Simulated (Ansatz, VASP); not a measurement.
Cl in VASP and in Ansatz

INCAR

```
  PREC = Accurate
  ENCUT = 520
  EDIFF = 1E-6
  ISMEAR = -1
  SIGMA = 0.01
  LREAL = F
  LASPH = T
  NELM = 150
  ALGO = Normal
  ISIF = 2
  LWAVE = F
  LCHARG = F
  MAGMOM = 0 0 0 0 0 0
  LORBIT = 11
  LSORBIT = T
  GGA_COMPAT = F
  LORBMOM = T
  GGA = PS
  NBANDS = 26
```

The input KPOINTS:

```
Automatic mesh
0
Gamma
  1 1 1
```

Contents of POSCAR:

```
Cl
1.0
   12.0000000000      0.0000000000      0.0000000000
    0.0000000000     12.3000000000      0.0000000000
    0.0000000000      0.0000000000     12.6000000000
Cl
2
Direct
    0.5000000000      0.5000000000      0.4210644039
    0.5000000000      0.5000000000      0.5789355961
```

Input for Ansatz:

```yaml
crystal:
  lattice:
    - [12.0, 0.0, 0.0]
    - [0.0, 12.3, 0.0]
    - [0.0, 0.0, 12.6]
  atoms:
    - { symbol: Cl, position: [0.5, 0.5, 0.4210644039] }
    - { symbol: Cl, position: [0.5, 0.5, 0.5789355961] }
hamiltonian:
  xc: pbesol
  pseudopotentials:
    kind: paw_fr
    azcp:
      Cl: "pseudopotentials/Cl.paw.azcp"
basis:
  ecutwfc: 420
  fft_grid_basis: typed
kpoints:
  mp_grid: { grid: [1, 1, 1], shift: [0, 0, 0] }
magnetization:
  noncollinear: true
  spin_orbit: true
scf:
  occupations: { method: fermi_dirac, width: 0.01 }
```

Alike in both runs: task single point; functional PBEsol; k mesh 1 × 1 × 1; occupations fermi-dirac, width 0.01 eV; non-collinear spin, spin-orbit coupling.

|  | VASP | Ansatz |
| --- | --- | --- |
| version | VASP 6.6.1 | Ansatz 0.2.0 |
| potentials or method | VASP PAW PBE potentials, release 64 (Cl), cutoff 520 eV | plane waves (420 eV) with PAW, fully relativistic with spin-orbit coupling |
| valence electrons in the cell | 14 | 14 |

```tsv
	VASP	Ansatz	Ansatz less VASP
net moment per atom (μB)	0.00	0.00	0.000
```

VASP's potentials were made for PBE, not for PBEsol, and Ansatz warns of the same on its side. With one functional, cell and mesh, what is left measures potentials, basis and numerics.
